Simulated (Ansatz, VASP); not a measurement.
**Two plane-wave programs on Ta3N**

INCAR

```
ALGO = Normal
EDIFF = 1E-7
ENCUT = 520
GGA = PE
ISIF = 2
ISMEAR = 0
LASPH = T
LCHARG = F
LREAL = F
LWAVE = F
NBANDS = 27
NELM = 80
PREC = Accurate
SIGMA = 0.15
```

Contents of KPOINTS:

```
k-points
0
Gamma
  18 18 6
```

The input POSCAR:

```
Ta3N
1.0
    3.0519925738      0.0000000000      0.0000000000
   -1.5259962869      2.5907644258      0.0000000000
    0.0000000000      0.0000000000      7.5575881873
Ta N
3 1
Direct
    0.0000000000      0.0000000000      0.5000000000
    0.3333333333      0.6666666667      0.1735950547
    0.6666666667      0.3333333333      0.8264049453
    0.0000000000      0.0000000000      0.0000000000
```

Input for Ansatz:

```yaml
crystal:
  lattice:
    - [3.0519925738, 0.0, 0.0]
    - [-1.5259962869, 2.5907644258, 0.0]
    - [0.0, 0.0, 7.5575881873]
  atoms:
    - { symbol: Ta, position: [0.0, 0.0, 0.5] }
    - { symbol: Ta, position: [0.3333333333, 0.6666666667, 0.1735950547] }
    - { symbol: Ta, position: [0.6666666667, 0.3333333333, 0.8264049453] }
    - { symbol: "N", position: [0.0, 0.0, 0.0] }
basis:
  ecutwfc: 420
kpoints:
  mp_grid: { grid: [18, 18, 6] }
hamiltonian:
  xc: pbe
scf:
  occupations: { method: gaussian, width: 0.15 }
output:
  forces: true
  stress: true
  eigenvalues: true
```

Change from the starting cell: strain +0.0100 x Voigt [1, -1, 0, 0, 0, 0], atoms carried along.

Alike in both runs: task single point; functional PBE; k mesh 18 × 18 × 6; occupations gaussian, width 0.15 eV; no spin polarisation.

|  | VASP | Ansatz |
| --- | --- | --- |
| version | VASP 6.6.1 | Ansatz 0.2.0 |
| potentials or method | VASP PAW PBE potentials, release 64 (Ta_pv, N), cutoff 520 eV | scalar-relativistic, plane waves, PAW |
| valence electrons in the cell | 38 | 44 |

|  | VASP | Ansatz | Ansatz less VASP |
| --- | --- | --- | --- |
| gap on the k mesh at the Fermi level (eV) | none | none | - |
| pressure (GPa) | 0.4 | 0.1 | -0.30 |
| traceless stress, the component that is largest in VASP (GPa) | -1.53 | -1.52 | +0.006 |
| rms of the force components (eV/Å) | 0.040 | 0.033 | -0.0076 |

Atom by atom the forces differ by 0.020 eV/Å (rms over components). A gap of «none» marks a metal or a gap that the smearing closes. VASP's potentials hold 38 valence electrons a cell and Ansatz's 44, so a difference there can come from the potentials and not from the codes.

Neither program's run includes spin-orbit coupling.
